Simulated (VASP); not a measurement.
A run of VASP 6.6.1:

Contents of INCAR:

```
ALGO = Normal ; EDIFF = 1E-6
ENCUT = 560 ; GGA = PE
GGA_COMPAT = F ; ISIF = 2
ISMEAR = 0 ; LASPH = T
LCHARG = T ; LELF = T
LREAL = F ; LVHAR = T
LWAVE = F ; NBANDS = 48
NELM = 120 ; PREC = Accurate
SIGMA = 0.1
```

The input KPOINTS:

```
k-points
0
Gamma
  12 12 8
```

File POSCAR:

```
GeIrRu3
1.0
    5.0333064886      0.0000000000      0.0000000000
   -2.5166532443      4.3589712841      0.0000000000
    0.0000000000      0.0000000000      4.5745001590
Ge Ru Ir
1 3 1
Direct
    0.0000000000      0.0000000000      0.0000000000
    0.5000000000      0.0000000000      0.0000000000
    0.0000000000      0.5000000000      0.0000000000
    0.5000000000      0.5000000000      0.0000000000
    0.0000000000      0.0000000000      0.5000000000
```

Potentials or basis: VASP PAW PBE potentials, release 64 (Ge_d, Ru_sv, Ir_sv_GW).

The run is started by

```console
$ cat potpaw_PBE.64/Ge_d/POTCAR potpaw_PBE.64/Ru_sv/POTCAR potpaw_PBE.64/Ir_sv_GW/POTCAR > POTCAR
$ mpirun -np 1 vasp_std > vasp.out
```

Hardware: 1 thread of Intel(R) Xeon(R) Platinum 8259CL CPU @ 2.50GHz (Skylake/Cascade Lake) (shared host).

Q: Estimate the wall time of this run.

A: Run time: 9.5 min on 1 thread of Intel(R) Xeon(R) Platinum 8259CL CPU @ 2.50GHz (Skylake/Cascade Lake), with other jobs on the host, peak memory 0.57 GiB. Counts: scf iterations 19, k points 95.
